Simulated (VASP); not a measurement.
Here is a VASP 6.6.1 calculation.

INCAR

```
SYSTEM = ZnO
PREC = Accurate
ENCUT = 520
EDIFF = 1E-8
ISMEAR = -1
SIGMA = 0.02
LREAL = .FALSE.
LASPH = .TRUE.
NELM = 60
ALGO = Normal
ISIF = 2
LWAVE = .FALSE.
LCHARG = .FALSE.
LEFG = .TRUE.
NBANDS = 26
```

File KPOINTS:

```
regular mesh
0
G
  11 11 6
  0 0 0
```

The input POSCAR:

```
ZnO
1.0
    3.3131286040      0.0000000000      0.0000000000
   -1.6565643020      2.8692535371      0.0000000000
    0.0000000000      0.0000000000      5.3058612053
Zn O
2 2
Direct
    0.3333333333      0.6666666667      0.0000000000
    0.6666666667      0.3333333333      0.5000000000
    0.3333333333      0.6666666667      0.3821000000
    0.6666666667      0.3333333333      0.8821000000
```

Potentials or basis: VASP PAW LDA potentials, release 64 (Zn, O).

Run with:

```bash
$ cat potpaw_LDA.64/Zn/POTCAR potpaw_LDA.64/O/POTCAR > POTCAR
$ mpirun -np 1 vasp_std > vasp.out
```

Q: Estimate the pressure.

A: -12.8 GPa.

Q: Estimate the largest force.

A: 0.040 eV/Å.

Stress tensor (GPa, compression positive):
```
-13.07   0.00   0.00
  0.00 -13.07   0.00
  0.00   0.00 -12.27
```

Caveat: the cell stands under tension; without QUAD_EFG the Cq values of the log hold for a quadrupole moment of 1 mb, not for the nuclei.
